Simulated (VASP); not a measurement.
Write the native input for VASP 6.6.1 that does the following.

```yaml
Task: single point
Functional: PBE
Potentials_or_basis: VASP PAW PBE potentials, release 64 (Au)
Cutoff: 520 eV
k_mesh: 31 × 31 × 31
Occupations: fermi-dirac, width 0.0612256 eV
Spin: no spin polarisation
Dipole_correction: no
Further_INCAR_settings: ALGO = Normal; EDIFF = 1e-06; NBANDS = 18
```

The structure of Au lies in POSCAR:

```
Au
1.0
    0.0000000000      3.0187539156      3.0187539156
    3.0187539156      0.0000000000      3.0187539156
    3.0187539156      3.0187539156      0.0000000000
Au
2
Direct
    0.0000000000      0.0000000000      0.0000000000
    0.2500000000      0.2500000000      0.2500000000
```

These files were run (other wordings do the same):

INCAR

```
SYSTEM = Au
ALGO = Normal ; EDIFF = 1E-6
ENCUT = 520 ; GGA = PE
ISIF = 2 ; ISMEAR = -1
LASPH = .True. ; LCHARG = .True.
LELF = .True. ; LREAL = .False.
LVHAR = .True. ; LWAVE = .False.
NBANDS = 18 ; NELM = 60
PREC = Accurate ; SIGMA = 0.06122561905347299
```

KPOINTS

```
k-points
0
Gamma
  31 31 31
  0 0 0
```

Potentials or basis: VASP PAW PBE potentials, release 64 (Au).

Run with:

```bash
$ cat potpaw_PBE.64/Au/POTCAR > POTCAR
$ mpirun -np 1 vasp_std > vasp.out
```

It gave:

```json
{
  "Pressure": "3.7 GPa",
  "Band gap on the k mesh": "zero (band 11 reaches 3.65 eV, above the bottom of band 12 at 3.02 eV)"
}
```

Caveat: spin-orbit coupling is left out, which moves the levels of the heavy elements.

It took 3.9 min on 1 thread of Intel(R) Xeon(R) Platinum 8488C (Sapphire Rapids) (shared host), peak memory 0.71 GiB.
